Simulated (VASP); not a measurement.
Here is a VASP 6.6.1 calculation.

The input POSCAR:

```
Sb
1.0
   -1.8868072148      1.8868072148      1.8868072148
    1.8868072148     -1.8868072148      1.8868072148
    1.8868072148      1.8868072148     -1.8868072148
Sb
1
Direct
    0.0000000000      0.0000000000      0.0000000000
```

File INCAR.step1:

```
ALGO = Normal ; EDIFF = 1E-4
ENCUT = 520 ; GGA = PE
ISMEAR = -1 ; LASPH = True
LCHARG = False ; LREAL = False
LWAVE = True ; NBANDS = 8
NELM = 60 ; PREC = Accurate
SIGMA = 0.08
```

The input INCAR.step2:

```
ALGO = Normal ; EDIFF = 1E-8
ENCUT = 520 ; ISIF = 2
ISMEAR = -1 ; ISTART = 1
LASPH = True ; LCHARG = False
LEFG = True ; LMIXTAU = True
LREAL = False ; LWAVE = False
METAGGA = R2SCAN ; NBANDS = 8
NELM = 60 ; PREC = Accurate
SIGMA = 0.08
```

The input KPOINTS:

```
k-points
0
Gamma
  12 12 12
```

Potentials or basis: VASP PAW PBE potentials, release 64 (Sb).

Command:

```sh
$ cat potpaw_PBE.64/Sb/POTCAR > POTCAR
$ cp INCAR.step1 INCAR
$ mpirun -np 1 vasp_std > vasp.out
$ cp INCAR.step2 INCAR
$ mpirun -np 1 vasp_std > vasp.out
```

(1) Predict the pressure.

## Answers

(1) 0.1 GPa.

Caveat: without QUAD_EFG the Cq values of the log hold for a quadrupole moment of 1 mb, not for the nuclei; the PAW data sets were made with another functional, which shifts forces and pressure a little.
